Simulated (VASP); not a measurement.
A run of VASP 6.6.1 is set up as follows.

File INCAR:

```
SYSTEM = Pt
PREC     = Accurate       ! precision mode
ENCUT    = 520            ! plane-wave cutoff, eV
EDIFF    = 1E-6           ! SCF threshold, eV
ISMEAR   = 0              ! smearing method
SIGMA    = 0.05           ! smearing width, eV
LREAL    = .FALSE.        ! projectors in reciprocal space
LASPH    = .TRUE.         ! aspherical terms in the spheres
NELM     = 60             ! most SCF steps
ALGO     = Normal         ! electronic algorithm
ISIF     = 2              ! what is computed and relaxed
LWAVE    = .FALSE.        ! write WAVECAR
LCHARG   = .TRUE.         ! write CHGCAR
GGA      = PE             ! functional
LELF     = .TRUE.         ! ELF
LVHAR    = .TRUE.       
NBANDS   = 17             ! bands
```

KPOINTS

```
Automatic mesh
0
G
  18 18 10
  0 0 0
```

POSCAR

```
Pt
1.0
    2.7574029845      0.0000000000      0.0000000000
   -1.3787014922      2.3879810330      0.0000000000
    0.0000000000      0.0000000000      4.7848290978
Pt
2
Direct
    0.3333333333      0.6666666667      0.7500000000
    0.6666666667      0.3333333333      0.2500000000
```

Potentials or basis: VASP PAW PBE potentials, release 64 (Pt).

The run is started by

```bash
$ cat potpaw_PBE.64/Pt/POTCAR > POTCAR
$ mpirun -np 1 vasp_std > vasp.out
```

(1) What does it give for the band gap on the k mesh?

(2) What does it give for the pressure?

Answers

(1) zero (band 10 reaches 10.91 eV, above the bottom of band 11 at 9.63 eV).

(2) -0.5 GPa.

Caveat: spin-orbit coupling is left out, which moves the levels of the heavy elements.
